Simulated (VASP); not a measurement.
Set up this calculation in VASP 6.6.1, as the native input.

| Quantity | Value |
| --- | --- |
| Task | single point |
| Functional | r2SCAN |
| Potentials or basis | VASP PAW PBE potentials, release 64 (Au, Al) |
| Cutoff | 520 eV |
| k mesh | 8 × 8 × 8 |
| Occupations | fermi-dirac, width 0.05 eV |
| Spin | no spin polarisation |
| Dipole correction | no |
| Further INCAR settings | ALGO = Normal; EDIFF = 1e-06; NBANDS = 16 |

Crystal: Al2Au.

```
Au Al
1.0
     0.00000    2.83784    2.83784
     2.83784    0.00000    2.83784
     2.83784    2.83784    0.00000
Au Al
1 2
Direct
  0.00000 0.00000 0.00000
  0.75000 0.75000 0.75000
  0.25000 0.25000 0.25000
```

One way to write it, as run:

POSCAR

```
Al2Au
1.0
    0.0000000000      2.8378416515      2.8378416515
    2.8378416515      0.0000000000      2.8378416515
    2.8378416515      2.8378416515      0.0000000000
Au Al
1 2
Direct
    0.0000000000      0.0000000000      0.0000000000
    0.7500000000      0.7500000000      0.7500000000
    0.2500000000      0.2500000000      0.2500000000
```

INCAR.step1

```
SYSTEM = Al2Au
  ALGO = Normal
  EDIFF = 1E-4
  ENCUT = 520
  GGA = PE
  ISMEAR = -1
  LASPH = .TRUE.
  LCHARG = .FALSE.
  LREAL = .FALSE.
  LWAVE = .TRUE.
  NBANDS = 16
  NELM = 100
  PREC = Accurate
  SIGMA = 0.05
```

INCAR.step2

```
SYSTEM = Al2Au
  ALGO = Normal
  EDIFF = 1E-6
  ENCUT = 520
  ISIF = 2
  ISMEAR = -1
  ISTART = 1
  LASPH = .TRUE.
  LCHARG = .FALSE.
  LMIXTAU = .TRUE.
  LREAL = .FALSE.
  LWAVE = .FALSE.
  METAGGA = R2SCAN
  NBANDS = 16
  NELM = 100
  PREC = Accurate
  SIGMA = 0.05
```

KPOINTS

```
k-points
0
G
  8 8 8
  0 0 0
```

Potentials or basis: VASP PAW PBE potentials, release 64 (Au, Al).

Run with:

```console
$ cat potpaw_PBE.64/Au/POTCAR potpaw_PBE.64/Al/POTCAR > POTCAR
$ cp INCAR.step1 INCAR
$ mpirun -np 1 vasp_std > vasp.out
$ cp INCAR.step2 INCAR
$ mpirun -np 1 vasp_std > vasp.out
```

It gave:

```json
{"Pressure": "29.5 GPa"}
```

Caveat: the PAW data sets were made with another functional, which shifts forces and pressure a little.

Run time: 57 s on 1 thread of AMD EPYC 9R45 96-Core Processor (Zen 5), on a shared host, peak memory 0.15 GiB.
